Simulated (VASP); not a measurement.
# Nb16H (a cell with a defect) in VASP: single point with PBEsol

Aim: the single point of Nb16H (a cell with a defect) with PBEsol.

Everything below comes from runs of VASP 6.6.1. Logs are shortened: lines on timing, memory, paths and dates and some standing lists are left out, and cuts for length are marked.

## Step 1: The cell of the first run

The cell holds a defect, 17 atoms: a = 6.600 Å, b = 6.600 Å, c = 6.600 Å, α = 90.00°, β = 90.00°, γ = 90.00°.

## Step 2: Single point, PBEsol

Contents of INCAR:

```
PREC = Accurate
ENCUT = 520
EDIFF = 1E-6
ISMEAR = 0
SIGMA = 0.1
LREAL = Auto
LASPH = True
NELM = 80
ALGO = Normal
ISIF = 2
LWAVE = False
LCHARG = True
GGA = PS
LELF = True
LVHAR = True
NBANDS = 118
```

Contents of KPOINTS:

```
regular mesh
0
Gamma
  3 3 3
```

Contents of POSCAR:

```
Nb16H
1.0
    6.6000000000      0.0000000000      0.0000000000
    0.0000000000      6.6000000000      0.0000000000
    0.0000000000      0.0000000000      6.6000000000
Nb H
16 1
Direct
   -0.0002825758      0.0019516667      0.0007030303
    0.4998103030      0.0019503030      0.0007036364
   -0.0013586364      0.5025989394     -0.0013910606
    0.0112904545     -0.0057689394      0.5032848485
    0.2497643939      0.2502480303      0.2502890909
    0.5008895455      0.5025975758     -0.0013903030
    0.4882337879     -0.0057706061      0.5032856061
    0.7497643939      0.2579953030      0.2412530303
    0.0001087879      0.4997103030      0.4993227273
    0.2497639394      0.7490654545      0.2524057576
    0.2497639394      0.2482915152      0.7511696970
    0.4994192424      0.4997089394      0.4993234848
    0.7497636364      0.7513959091      0.2492642424
    0.7497640909      0.2505892424      0.7473651515
    0.2497633333      0.7469645455      0.7538263636
    0.7497630303      0.7490615152      0.7513233333
    0.7497618182      0.0803168182      0.4623645455
```

Potentials or basis: VASP PAW PBE potentials, release 64 (Nb_sv, H).

Started as:

```
$ cat potpaw_PBE.64/Nb_sv/POTCAR potpaw_PBE.64/H/POTCAR > POTCAR
$ mpirun -np 1 vasp_std > vasp.out
```

OUTCAR:

```text
PREC = Accurate
   ENCUT = 520
   EDIFF = 1E-6
   ISMEAR = 0
   LREAL = Auto
   LASPH = True
   NELM = 80
   ISIF = 2
   GGA = PS

 ion  position               nearest neighbor table
   1  1.000  0.002  0.001-  11 2.84   8 2.85   5 2.85  13 2.85  14 2.87  15 2.87  16 2.87  10 2.88

   2  0.500  0.002  0.001-  11 2.84   8 2.85   5 2.85  13 2.85  14 2.87  15 2.87  16 2.87  10 2.88

   3  0.999  0.503  0.999-   8 2.81  15 2.82  16 2.83  13 2.85  10 2.86  14 2.87  11 2.87   5 2.88

   4  0.011  0.994  0.503-  17 1.84  10 2.80  15 2.81  11 2.82   5 2.85  16 2.88  13 2.89  14 2.90
                             8 3.00
   5  0.250  0.250  0.250-   7 2.85   4 2.85   2 2.85   1 2.85  12 2.85   9 2.85   6 2.88   3 2.88

   6  0.501  0.503  0.999-   8 2.81  15 2.82  16 2.83  13 2.85  10 2.86  14 2.87  11 2.87   5 2.88

   7  0.488  0.994  0.503-  17 1.84  10 2.80  15 2.81  11 2.82   5 2.85  16 2.88  13 2.89  14 2.90
                             8 3.00
   8  0.750  0.258  0.241-  17 1.87   6 2.81   3 2.81   1 2.85   2 2.85   9 2.86  12 2.86   4 3.00
                             7 3.00
   9  0.000  0.500  0.499-  10 2.84  14 2.85   5 2.85   8 2.86  15 2.86  16 2.86  13 2.87  11 2.87

  10  0.250  0.749  0.252-   7 2.80   4 2.80   9 2.84  12 2.84   3 2.86   6 2.86   2 2.88   1 2.88

  11  0.250  0.248  0.751-   7 2.82   4 2.82   1 2.84   2 2.84   3 2.87   6 2.87  12 2.87   9 2.87

  12  0.499  0.500  0.499-  10 2.84  14 2.85   5 2.85   8 2.86  15 2.86  16 2.86  13 2.87  11 2.87

  13  0.750  0.751  0.249-   6 2.85   3 2.85   2 2.85   1 2.85   9 2.87  12 2.87   4 2.89   7 2.89

  14  0.750  0.251  0.747-  12 2.85   9 2.85   1 2.87   2 2.87   6 2.87   3 2.87   4 2.90   7 2.90

  15  0.250  0.747  0.754-   7 2.81   4 2.81   3 2.82   6 2.82   9 2.86  12 2.86   1 2.87   2 2.87

  16  0.750  0.749  0.751-   6 2.83   3 2.83  12 2.86   9 2.86   2 2.87   1 2.87   7 2.88   4 2.88

  17  0.750  0.080  0.462-   4 1.84   7 1.84   8 1.87

  LATTYP: Found a simple cubic cell.
 ALAT       =     6.6000000000

  Lattice vectors:

 A1 = (   6.6000000000,   0.0000000000,   0.0000000000)
 A2 = (   0.0000000000,   6.6000000000,   0.0000000000)
 A3 = (   0.0000000000,   0.0000000000,   6.6000000000)

Analysis of symmetry for initial positions (statically):
=====================================================================
 Subroutine PRICEL returns:
 Original cell was already a primitive cell.

 Routine SETGRP: Setting up the symmetry group for a
 simple cubic supercell.

 Subroutine GETGRP returns: Found  2 space group operations
 (whereof  1 operations were pure point group operations)
 out of a pool of 48 trial point group operations.

The static configuration has the point symmetry C_1 .
 The point group associated with its full space group is C_1h.

Analysis of symmetry for dynamics (positions and initial velocities):
=====================================================================
 Subroutine PRICEL returns:
 Original cell was already a primitive cell.

 Routine SETGRP: Setting up the symmetry group for a
 simple cubic supercell.

 Subroutine GETGRP returns: Found  2 space group operations
 (whereof  1 operations were pure point group operations)
 out of a pool of 48 trial point group operations.

The dynamic configuration has the point symmetry C_1 .
 The point group associated with its full space group is C_1h.

 Subroutine INISYM returns: Found  2 space group operations
 (whereof  1 operations are pure point group operations),
 and found     1 'primitive' translations

----------------------------------------------------------------------------------------

                                     Primitive cell

  volume of cell :     287.4960

  direct lattice vectors                    reciprocal lattice vectors
     6.600000000  0.000000000  0.000000000     0.151515152  0.000000000  0.000000000
     0.000000000  6.600000000  0.000000000     0.000000000  0.151515152  0.000000000
     0.000000000  0.000000000  6.600000000     0.000000000  0.000000000  0.151515152

  length of vectors
     6.600000000  6.600000000  6.600000000     0.151515152  0.151515152  0.151515152

  position of ions in fractional coordinates (direct lattice)
     0.999717424  0.001951667  0.000703030
     0.499810303  0.001950303  0.000703636
     0.998641364  0.502598939  0.998608939
     0.011290454  0.994231061  0.503284849
     0.249764394  0.250248030  0.250289091
     0.500889546  0.502597576  0.998609697
[... 9 lines left out ...]
     0.749763030  0.749061515  0.751323333
     0.749761818  0.080316818  0.462364546

  ion indices of the primitive-cell ions
   primitive index   ion index
                 1           1
                 2           2
                 3           3
                 4           4
                 5           5
                 6           6
[... 9 lines left out ...]
                16          16
                17          17

----------------------------------------------------------------------------------------

 KPOINTS: regular mesh

Automatic generation of k-mesh.
 Grid dimensions read from file:
 generate k-points for:    3    3    3

 Generating k-lattice:

  Cartesian coordinates                     Fractional coordinates (reciprocal lattice)
     0.050505051  0.000000000  0.000000000     0.333333333  0.000000000  0.000000000
     0.000000000  0.050505051  0.000000000     0.000000000  0.333333333  0.000000000
     0.000000000  0.000000000  0.050505051     0.000000000  0.000000000  0.333333333

  Length of vectors
     0.050505051  0.050505051  0.050505051

  Shift w.r.t. Gamma in fractional coordinates (k-lattice)
     0.000000000  0.000000000  0.000000000

 Subroutine IBZKPT returns following result:
 ===========================================

 Found     10 irreducible k-points:

 Following reciprocal coordinates:
            Coordinates               Weight
  0.000000  0.000000  0.000000      1.000000
  0.333333  0.000000  0.000000      2.000000
  0.000000  0.333333  0.000000      2.000000
  0.000000  0.000000  0.333333      2.000000
  0.333333  0.333333  0.000000      4.000000
  0.000000  0.333333  0.333333      2.000000
  0.333333  0.000000  0.333333      4.000000
  0.000000 -0.333333  0.333333      2.000000
  0.333333  0.333333  0.333333      4.000000
 -0.333333 -0.333333  0.333333      4.000000
   k-points           NKPTS =     10   k-points in BZ     NKDIM =     10   number of bands    NBANDS=    118
   number of dos      NEDOS =    301   number of ions     NIONS =     17
   total plane-waves  NPLWV = 125000
   dimension x,y,z NGX =    50 NGY =   50 NGZ =   50
   dimension x,y,z NGXF=   100 NGYF=  100 NGZF=  100
   ions per type =              16   1
   NGX,Y,Z   is equivalent  to a cutoff of  12.59, 12.59, 12.59 a.u.
   NGXF,Y,Z  is equivalent  to a cutoff of  25.19, 25.19, 25.19 a.u.
 SYSTEM =  unknown system
   PREC   = accura    normal or accurate (medium, high low for compatibility)
   ISTART =      0    job   : 0-new  1-cont  2-samecut
   ICHARG =      2    charge: 1-file 2-atom 10-const
   ISPIN  =      1    spin polarized calculation?
   LNONCOLLINEAR =      F non collinear calculations
   LSORBIT =      F    spin-orbit coupling
   LASPH  =      T    aspherical Exc in radial PAW
   ENCUT  =  520.0 eV  38.22 Ry    6.18 a.u.  12.27 12.27 12.27*2*pi/ulx,y,z
   NELM   =     80;   NELMIN=  2; NELMDL= -5     # of ELM steps
   EDIFF  = 0.1E-05   stopping-criterion for ELM
   LREAL  =      T    real-space projection
   EDIFFG = 0.1E-04   stopping-criterion for IOM
   NSW    =      0    number of steps for IOM
[... 5 lines left out ...]
   TEBEG  =    0.0;   TEEND  =   0.0 temperature during run
   PSTRESS=    0.0 pullay stress
   NELECT =     209.0000    total number of electrons
   NUPDOWN=      -1.0000    fix difference up-down
   EMIN   =  10.00;   EMAX   =-10.00  energy-range for DOS
   EFERMI =   0.00;   METHOD = LEGACY
   ISMEAR =     0;   SIGMA  =   0.10  broadening in eV -4-tet -1-fermi 0-gaus
   EFERMI_NEDOS =   21; number of points for ismear=-14 and -15
   IALGO  =     38    algorithm
   IMIX   =      4    mixing-type and parameters
     AMIX     =   0.40;   BMIX     =  1.00
     AMIX_MAG =   1.60;   BMIX_MAG =  1.00
  volume/ion in A,a.u.               =      16.91       114.12
  Fermi-wavevector in a.u.,A,eV,Ry     =   1.472018  2.781710 29.481589  2.166836
  Thomas-Fermi vector in A             =   2.587083
   LORBIT       =      0    0 simple, 1 ext, 2 COOP (PROOUT), +10 PAW based schemes
   GGA     = PS    functional components
   LHFCALC =     F    Hartree Fock is set to
   AEXX    =    0.0000 exact exchange contribution
   IVDW    =     0    specifies the selected vdW correction
   LEPSILON=     F    determine dielectric tensor
   LRPA    =     F    only Hartree local field effects (RPA)
 non-spin polarized calculation
 Gauss-broadening in eV      SIGMA  =   0.10
  energy-cutoff  :      520.00
  volume of cell :      287.50
 maximum number of plane-waves:      7809
 NGX is ok and might be reduce to    50
   NGX = 25   NGY = 25   NGZ = 25

 number of electron     209.0000019 magnetization

 Free energy of the ion-electron system (eV)
  ---------------------------------------------------
  ext. energy  EPLUGINS =         0.00000000
  ---------------------------------------------------
  free energy    TOTEN  =      -179.15246916 eV

  energy without entropy =     -179.09537436  energy(sigma->0) =     -179.12392176

 E-fermi :  11.1110     XC(G=0): -12.6724

 val. band max:       11.0975351945   @ k =   0.0000   0.3333   0.0000
 cond. band min:      11.1287187181   @ k =   0.3333   0.3333   0.0000
 fundamental gap:      0.0311835236
 Fermi energy:        11.1109885643

 k-point     1 :       0.0000    0.0000    0.0000
  band No.  band energies     occupation
      1     -43.1162      2.00000
      2     -42.9399      2.00000
      3     -42.9222      2.00000
      4     -42.9031      2.00000
      5     -42.8822      2.00000
      6     -42.8808      2.00000
[... 108 lines left out ...]
    115      13.3925      0.00000
    116      13.4083      0.00000

 k-point     2 :       0.3333    0.0000    0.0000
  band No.  band energies     occupation
      1     -43.0852      2.00000
      2     -42.9964      2.00000
      3     -42.9359      2.00000
      4     -42.9148      2.00000
      5     -42.8836      2.00000
      6     -42.8753      2.00000
[... 944 lines left out ...]
 k-point    10 :      -0.3333   -0.3333    0.3333
  band No.  band energies     occupation
      1     -43.0332      2.00000
      2     -42.9791      2.00000
      3     -42.9679      2.00000
      4     -42.9525      2.00000
      5     -42.9271      2.00000
      6     -42.9104      2.00000
[... 108 lines left out ...]
    115      13.5265      0.00000
    116      13.5633      0.00000
 [bands above 116 left out]

------------------------ aborting loop because EDIFF is reached ----------------------------------------

  FORCE on cell =-STRESS in cart. coord.  units (eV):
  Direction    XX          YY          ZZ          XY          YZ          ZX
  --------------------------------------------------------------------------------------
  -------------------------------------------------------------------------------------
  Total       -4.8946844     -7.7191006     -7.9820919      0.0000000     -1.0057687      0.0000000
  in kB      -27.2774312    -43.0175309    -44.4831465      0.0000000     -5.6050167      0.0000000
  external PRESSURE =     -38.2593695 kB  Pullay stress =       0.0000000 kB

 VOLUME and BASIS-vectors are now :
 -----------------------------------------------------------------------------
  energy-cutoff  :      520.00
  volume of cell :      287.50
      direct lattice vectors                 reciprocal lattice vectors
     6.600000000  0.000000000  0.000000000     0.151515152  0.000000000  0.000000000
     0.000000000  6.600000000  0.000000000     0.000000000  0.151515152  0.000000000
     0.000000000  0.000000000  6.600000000     0.000000000  0.000000000  0.151515152

 POSITION                                       TOTAL-FORCE (eV/Angst)
 -----------------------------------------------------------------------------------
      6.59813      0.01288      0.00464        -0.003082     -0.000318     -0.011562
      3.29875      0.01287      0.00464         0.003082     -0.000318     -0.011562
      6.59103      3.31715      6.59082        -0.015807     -0.010590     -0.019120
      0.07452      6.56192      3.32168         0.011997     -0.043757     -0.045509
      1.64844      1.65164      1.65191         0.000000     -0.009888     -0.017632
      3.30587      3.31714      6.59082         0.015807     -0.010590     -0.019120
[... 9 lines left out ...]
      4.94844      4.94381      4.95873         0.000000     -0.020745     -0.009589
      4.94843      0.53009      3.05161         0.000000      0.306378      0.292753
 -----------------------------------------------------------------------------------
    total drift:                               -0.396751      0.005844      0.002812

  FREE ENERGIE OF THE ION-ELECTRON SYSTEM (eV)
  ---------------------------------------------------
  free  energy   TOTEN  =      -179.1524691629 eV

  energy  without entropy=     -179.0953743591  energy(sigma->0) =     -179.12392176
```

Wall time 33 min (1 thread of Intel Xeon 8259CL, shared host); peak memory 0.47 GiB.

What came out:

- Free energy: -179.1525 eV
- Pressure: -3.8 GPa
- Largest force: 0.424 eV/Å
- Band gap on the k mesh: zero (an odd number of electrons rules out a gap without spin polarisation)

Forces on the atoms (eV/Å):
```
Nb  -0.003  0.000 -0.012
Nb   0.003  0.000 -0.012
Nb  -0.016 -0.011 -0.019
Nb   0.012 -0.044 -0.046
Nb   0.000 -0.010 -0.018
Nb   0.016 -0.011 -0.019
Nb  -0.012 -0.044 -0.046
Nb   0.000 -0.022 -0.016
Nb   0.005 -0.022 -0.012
Nb   0.000 -0.012 -0.007
Nb   0.000 -0.026 -0.029
Nb  -0.005 -0.022 -0.012
Nb   0.000 -0.028 -0.016
Nb   0.000 -0.011 -0.014
Nb   0.000 -0.024 -0.007
Nb   0.000 -0.021 -0.010
H    0.000  0.306  0.293
```

Stress tensor (GPa, compression positive):
```
-2.73  0.00  0.00
 0.00 -4.30 -0.56
 0.00 -0.56 -4.45
```

Levels at points of the mesh, in eV from the Fermi level:
```csv
k point,band 100,band 101,band 102,band 103,band 104,band 105,band 106,band 107
"(0.00, 0.00, 0.00)",0.39,0.68,0.86,0.90,0.91,0.94,0.96,0.96
```

Caveat: the PAW data sets were made with another functional, which shifts forces and pressure a little.

The gap in the log of VASP goes by the Fermi energy; the results here count the filled bands.